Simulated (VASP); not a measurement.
# W12CO in VASP: notebook, part 2 of 2

VASP 6.6.1. The steps go on from the part before.

**3. Single point, PBE**

INCAR reads:

```
PREC     = Accurate       # precision mode
ENCUT    = 520            # plane-wave cutoff, eV
EDIFF    = 1E-7           # SCF threshold, eV
ISMEAR   = 0              # smearing method
SIGMA    = 0.1            # smearing width, eV
LREAL    = F              # projectors in reciprocal space
LASPH    = T              # aspherical terms in the spheres
NELM     = 100            # most SCF steps
ALGO     = Normal         # electronic algorithm
ISIF     = 2              # what is computed and relaxed
LWAVE    = F              # write WAVECAR
LCHARG   = F              # write CHGCAR
LDIPOL   = T            
IDIPOL   = 3            
DIPOL    = 0.5 0.5 0.304
GGA      = PE             # functional
NBANDS   = 102            # bands
```

KPOINTS reads:

```
regular mesh
0
Gamma
  5 5 1
```

POSCAR reads:

```
W12CO
1.0
    5.5140853208      0.0000000000      0.0000000000
   -1.8380284403      5.1987294965      0.0000000000
    0.0000000000      0.0000000000     22.3560050680
W C O
12 1 1
Direct
    0.2500000000      0.2500000000      0.1789228437
    0.2500000000      0.7500000000      0.1789228437
    0.7500000000      0.2500000000      0.1789228437
    0.7500000000      0.7500000000      0.1789228437
    0.0000000000      0.0000000000      0.2763477072
    0.0000000000      0.5000000000      0.2763477072
    0.5000000000      0.0000000000      0.2763477072
    0.5000000000      0.5000000000      0.2763477072
    0.2500000000      0.2500000000      0.3737700471
    0.2500000000      0.7500000000      0.3737700471
    0.7500000000      0.2500000000      0.3737700471
    0.7500000000      0.7500000000      0.3737700471
    0.8223627215      0.5833333333      0.4668099258
    1.0109706119      0.5833333333      0.4668099258
```

Potentials or basis: VASP PAW PBE potentials, release 64 (W_sv, C, O).

Started as:

```console
$ cat potpaw_PBE.64/W_sv/POTCAR potpaw_PBE.64/C/POTCAR potpaw_PBE.64/O/POTCAR > POTCAR
$ mpirun -np 1 vasp_std > vasp.out
```

OUTCAR:

```text
PREC = Accurate
   ENCUT = 520
   EDIFF = 1E-7
   ISMEAR = 0
   LREAL = F
   LASPH = T
   NELM = 100
   ISIF = 2
   GGA = PE

 ion  position               nearest neighbor table
   1  0.250  0.250  0.179-   5 2.70   8 2.70   3 2.76   3 2.76   2 2.76   2 2.76   7 3.13   6 3.13
                             4 3.18   4 3.18
   2  0.250  0.750  0.179-   6 2.70   7 2.70   4 2.76   4 2.76   1 2.76   1 2.76   5 3.13   8 3.13
                             3 3.18   3 3.18
   3  0.750  0.250  0.179-   6 2.70   7 2.70   1 2.76   1 2.76   4 2.76   4 2.76   5 3.13   8 3.13
                             2 3.18   2 3.18
   4  0.750  0.750  0.179-   5 2.70   8 2.70   2 2.76   2 2.76   3 2.76   3 2.76   7 3.13   6 3.13
                             1 3.18   1 3.18
   5  0.000  0.000  0.276-   9 2.70  12 2.70   1 2.70   4 2.70   7 2.76   7 2.76   6 2.76   6 2.76
                            11 3.13  10 3.13   3 3.13   2 3.13   8 3.18   8 3.18
   6  0.000  0.500  0.276-  10 2.70  11 2.70   2 2.70   3 2.70   8 2.76   8 2.76   5 2.76   5 2.76
                             9 3.13  12 3.13   1 3.13   4 3.13   7 3.18   7 3.18
   7  0.500  0.000  0.276-  10 2.70  11 2.70   2 2.70   3 2.70   5 2.76   5 2.76   8 2.76   8 2.76
                             9 3.13  12 3.13   1 3.13   4 3.13   6 3.18   6 3.18
   8  0.500  0.500  0.276-   9 2.70  12 2.70   1 2.70   4 2.70   6 2.76   6 2.76   7 2.76   7 2.76
                            11 3.13  10 3.13   3 3.13   2 3.13   5 3.18   5 3.18
   9  0.250  0.250  0.374-   5 2.70   8 2.70  11 2.76  11 2.76  10 2.76  10 2.76   7 3.13   6 3.13
                            12 3.18  12 3.18
  10  0.250  0.750  0.374-  14 2.47   7 2.70   6 2.70  12 2.76  12 2.76   9 2.76   9 2.76   8 3.13
                             5 3.13  11 3.18  11 3.18
  11  0.750  0.250  0.374-   6 2.70   7 2.70  13 2.72   9 2.76   9 2.76  12 2.76  12 2.76   8 3.13
                             5 3.13  10 3.18  10 3.18
  12  0.750  0.750  0.374-  13 2.36   8 2.70   5 2.70  10 2.76  10 2.76  11 2.76  11 2.76   6 3.13
                             7 3.13   9 3.18   9 3.18
  13  0.822  0.583  0.467-  14 1.04  12 2.36  11 2.72
  14  0.011  0.583  0.467-  13 1.04  10 2.47

  LATTYP: Found a base centered orthorhombic cell.
 ALAT       =     6.3671172886
 B/A-ratio  =     1.4142135624
 C/A-ratio  =     3.5111658942

  Lattice vectors:

 A1 = (   5.5140853208,   0.0000000000,   0.0000000000)
 A2 = (  -1.8380284403,   5.1987294965,   0.0000000000)
 A3 = (   0.0000000000,   0.0000000000,  22.3560050680)

Analysis of symmetry for initial positions (statically):
=====================================================================
 Subroutine PRICEL returns:
 Original cell was already a primitive cell.

 Routine SETGRP: Setting up the symmetry group for a
 base centered orthorhombic supercell.

 Subroutine GETGRP returns: Found  1 space group operations
 (whereof  1 operations were pure point group operations)
 out of a pool of  8 trial point group operations.

The static configuration has the point symmetry C_1 .

Analysis of symmetry for dynamics (positions and initial velocities):
=====================================================================
 Subroutine PRICEL returns:
 Original cell was already a primitive cell.

 Routine SETGRP: Setting up the symmetry group for a
 base centered orthorhombic supercell.

 Subroutine GETGRP returns: Found  1 space group operations
 (whereof  1 operations were pure point group operations)
 out of a pool of  8 trial point group operations.

The dynamic configuration has the point symmetry C_1 .

 Subroutine INISYM returns: Found  1 space group operations
 (whereof  1 operations are pure point group operations),
[... 108 lines left out ...]
   EDIFF  = 0.1E-06   stopping-criterion for ELM
   LREAL  =      F    real-space projection
   EDIFFG = 0.1E-05   stopping-criterion for IOM
   NSW    =      0    number of steps for IOM
   IBRION =     -1    ionic relax: 0-MD 1-quasi-New 2-CG
   NFREE  =      0    steps in history (QN), initial steepest desc. (CG)
   ISIF   =      2    stress and relaxation
   ISYM   =      2    0-nonsym 1-usesym 2-fastsym
   POTIM  = 0.5000    time-step for ionic-motion
   TEBEG  =    0.0;   TEEND  =   0.0 temperature during run
   PSTRESS=    0.0 pullay stress
   NELECT =     178.0000    total number of electrons
   NUPDOWN=      -1.0000    fix difference up-down
   EMIN   =  10.00;   EMAX   =-10.00  energy-range for DOS
   EFERMI =   0.00;   METHOD = LEGACY
   ISMEAR =     0;   SIGMA  =   0.10  broadening in eV -4-tet -1-fermi 0-gaus
   EFERMI_NEDOS =   21; number of points for ismear=-14 and -15
   IALGO  =     38    algorithm
   IMIX   =      4    mixing-type and parameters
     AMIX     =   0.40;   BMIX     =  1.00
     AMIX_MAG =   1.60;   BMIX_MAG =  1.00
  volume/ion in A,a.u.               =      45.78       308.91
  Fermi-wavevector in a.u.,A,eV,Ry     =   1.068136  2.018484 15.523083  1.140914
  Thomas-Fermi vector in A             =   2.203775
   LORBIT       =      0    0 simple, 1 ext, 2 COOP (PROOUT), +10 PAW based schemes
   GGA     = PE    functional components
   LHFCALC =     F    Hartree Fock is set to
   AEXX    =    0.0000 exact exchange contribution
   IVDW    =     0    specifies the selected vdW correction
   LEPSILON=     F    determine dielectric tensor
   LRPA    =     F    only Hartree local field effects (RPA)
 non-spin polarized calculation
 Gauss-broadening in eV      SIGMA  =   0.10
  energy-cutoff  :      520.00
  volume of cell :      640.86
 maximum number of plane-waves:     17280
 NGX is ok and might be reduce to    42
   NGX = 21   NGY = 21   NGZ = 83

 dipolmoment           0.000000      0.000000      0.000021 electrons x Angstroem

 number of electron     178.0000021 magnetization

 dipolmoment           0.000000      0.000000     -0.139979 electrons x Angstroem

 Free energy of the ion-electron system (eV)
  ---------------------------------------------------
  ext. energy  EPLUGINS =         0.00000000
  ---------------------------------------------------
  free energy    TOTEN  =      -156.41935581 eV

  energy without entropy =     -156.35222864  energy(sigma->0) =     -156.38579222

 E-fermi :   0.5677     XC(G=0):  -5.2763

 val. band max:        0.5591351871   @ k =  -0.2000   0.2000   0.0000
 cond. band min:       0.5778204603   @ k =  -0.4000   0.4000   0.0000
 fundamental gap:      0.0186852732
 Fermi energy:         0.5677074249

 k-point     1 :       0.0000    0.0000    0.0000
  band No.  band energies     occupation
      1     -73.5682      2.00000
      2     -73.4892      2.00000
      3     -73.4884      2.00000
      4     -73.4501      2.00000
      5     -73.3689      2.00000
      6     -73.3529      2.00000
[... 1341 lines left out ...]
    100       1.7562      0.00000
    101       1.8506      0.00000
 [bands above 101 left out]

------------------------ aborting loop because EDIFF is reached ----------------------------------------

 vacuum level on the upper side and lower side of the slab       (xc-potential included)        -0.506         0.354

  FORCE on cell =-STRESS in cart. coord.  units (eV):
  Direction    XX          YY          ZZ          XY          YZ          ZX
  --------------------------------------------------------------------------------------
  -------------------------------------------------------------------------------------
  Total       13.6122206    -12.8183175      4.1679315     -4.0212979      0.3834042      0.7222631
  in kB       34.0309960    -32.0462122     10.4199649    -10.0533760      0.9585229      1.8056814
  external PRESSURE =       4.1349162 kB  Pullay stress =       0.0000000 kB

 VOLUME and BASIS-vectors are now :
 -----------------------------------------------------------------------------
  energy-cutoff  :      520.00
  volume of cell :      640.86
      direct lattice vectors                 reciprocal lattice vectors
     5.514085321  0.000000000  0.000000000     0.181353741  0.064118230  0.000000000
    -1.838028440  5.198729497  0.000000000     0.000000000  0.192354690  0.000000000
     0.000000000  0.000000000 22.356005068     0.000000000  0.000000000  0.044730711

 POSITION                                       TOTAL-FORCE (eV/Angst)
 -----------------------------------------------------------------------------------
      0.91901      1.29968      4.00000         0.093183     -0.070797     -0.052971
     -0.00000      3.89905      4.00000        -0.104237      0.027205     -0.050240
      3.67606      1.29968      4.00000         0.034334      0.015490      0.021721
      2.75704      3.89905      4.00000        -0.064345      0.023903     -0.052476
      0.00000      0.00000      6.17803         0.111932      0.216197     -0.169434
     -0.91901      2.59936      6.17803         0.079058     -0.088497     -0.241132
      2.75704      0.00000      6.17803         0.150028      0.024745      0.126584
      1.83803      2.59936      6.17803        -0.119426     -0.032897     -0.165119
      0.91901      1.29968      8.35601        -0.170228     -0.145043     -0.537610
     -0.00000      3.89905      8.35601         0.462041     -0.051170     -0.449110
      3.67606      1.29968      8.35601        -0.126319     -0.071101     -0.371719
      2.75704      3.89905      8.35601        -0.839091     -0.148011      0.599183
      3.46239      3.03259     10.43601       -20.987527      0.497760     -1.184708
     -1.01169      3.03259     10.43601        21.480598     -0.197785      2.527030
 -----------------------------------------------------------------------------------
    total drift:                               -0.000196     -0.000340     -0.001158

  FREE ENERGIE OF THE ION-ELECTRON SYSTEM (eV)
  ---------------------------------------------------
  free  energy   TOTEN  =      -156.4193558093 eV

  energy  without entropy=     -156.3522286365  energy(sigma->0) =     -156.38579222

 vacuum level on the upper side and lower side of the slab         4.514         5.389
```

Run time: 31 min. Hardware: 1 thread of Intel Xeon 6975P-C (Granite Rapids), shared host; peak memory 1 GiB.

What came out:

```
Free energy            : -156.4194 eV
Largest force          : 21.630 eV/Å
Band gap on the k mesh : zero (band 89 reaches 1.65 eV, above the bottom of band 90 at 0.14 eV)
```

Forces in eV/Å, atoms in the order of the input:
```
W     0.093  -0.071  -0.053
W    -0.104   0.027  -0.050
W     0.034   0.015   0.022
W    -0.064   0.024  -0.052
W     0.112   0.216  -0.169
W     0.079  -0.088  -0.241
W     0.150   0.025   0.127
W    -0.119  -0.033  -0.165
W    -0.170  -0.145  -0.538
W     0.462  -0.051  -0.449
W    -0.126  -0.071  -0.372
W    -0.839  -0.148   0.599
C   -20.988   0.498  -1.185
O    21.481  -0.198   2.527
```

Caveat: spin-orbit coupling is left out, which moves the levels of the heavy elements.

**4. Single point, PBE**

INCAR reads:

```
SYSTEM = W12CO
PREC = Accurate
ENCUT = 520
EDIFF = 1E-7
ISMEAR = 0
SIGMA = 0.1
LREAL = .False.
LASPH = .True.
NELM = 100
ALGO = Normal
ISIF = 2
LWAVE = .False.
LCHARG = .False.
LDIPOL = .True.
IDIPOL = 3
DIPOL = 0.5 0.5 0.302
GGA = PE
NBANDS = 102
```

KPOINTS reads:

```
regular mesh
0
Gamma
  5 5 1
  0 0 0
```

Edit POSCAR of step 3 so:

```diff
@@ -20,3 +20,3 @@
     0.7500000000      0.7500000000      0.3737700471
-    0.8223627215      0.5833333333      0.4668099258
-    1.0109706119      0.5833333333      0.4668099258
+    0.7979706433      0.5833333333      0.4524960984
+    1.0353626900      0.5833333333      0.4524960984
```

Started as:

```console
$ cat potpaw_PBE.64/W_sv/POTCAR potpaw_PBE.64/C/POTCAR potpaw_PBE.64/O/POTCAR > POTCAR
$ mpirun -np 1 vasp_std > vasp.out
```

Run time: 31 min. Hardware: 1 thread of AMD EPYC 9R45 (Zen 5), shared host; peak memory 0.97 GiB.

It converged, with:

```
Free energy            : -157.9027 eV
Largest force          : 1.916 eV/Å
Band gap on the k mesh : zero (band 89 reaches 1.14 eV, above the bottom of band 90 at -0.30 eV)
```

Forces in eV/Å, atoms in the order of the input:
```
W    0.071 -0.063 -0.038
W   -0.085  0.094  0.073
W   -0.084 -0.096  0.183
W   -0.101  0.045 -0.106
W    0.266  0.310 -0.315
W    0.086 -0.123 -0.498
W    0.216  0.268 -0.564
W   -0.147 -0.122 -0.302
W   -0.027 -0.413 -0.278
W    0.561  0.075  0.566
W   -0.346  0.422  0.946
W   -1.784  0.700 -0.017
C    1.242 -0.661 -1.228
O    0.130 -0.436  1.579
```

Levels at points of the mesh, in eV from the Fermi level:
```csv
k point,band 86,band 87,band 88,band 89,band 90,band 91,band 92,band 93
"(0.00, 0.00, 0.00)",0.17,0.37,0.45,1.04,1.19,1.24,1.50,1.60
```

Caveat: spin-orbit coupling is left out, which moves the levels of the heavy elements.
